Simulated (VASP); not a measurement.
Input of a VASP 6.6.1 run:

The input INCAR:

```
PREC = Accurate ; ENCUT = 520
EDIFF = 1E-7 ; ISMEAR = 0
SIGMA = 0.15 ; LREAL = F
LASPH = T ; NELM = 150
ALGO = Normal ; ISIF = 2
LWAVE = F ; LCHARG = T
ISPIN = 2 ; MAGMOM = 0.5 0.5 0.5 0
LORBIT = 11 ; NUPDOWN = 1.5
LMAXMIX = 4 ; GGA = PS
LELF = T ; LVHAR = T
NBANDS = 32
```

File KPOINTS:

```
regular mesh
0
Gamma
  12 12 12
```

The input POSCAR:

```
Ti3Al
1.0
    0.0000000000      3.0521976457      3.0521976457
    3.0521976457      0.0000000000      3.0521976457
    3.0521976457      3.0521976457      0.0000000000
Ti Al
3 1
Direct
    0.7500000000      0.7500000000      0.7500000000
    0.2500000000      0.2500000000      0.2500000000
    0.0000000000      0.0000000000      0.0000000000
    0.5000000000      0.5000000000      0.5000000000
```

Potentials or basis: VASP PAW PBE potentials, release 64 (Ti_sv, Al).

Command:

```bash
$ cat potpaw_PBE.64/Ti_sv/POTCAR potpaw_PBE.64/Al/POTCAR > POTCAR
$ mpirun -np 1 vasp_std > vasp.out
```

(1) Estimate the pressure.

## Answers

(1) 20.0 GPa.

Caveat: the PAW data sets were made with another functional, which shifts forces and pressure a little; the total moment is fixed, so each spin has its own Fermi level.
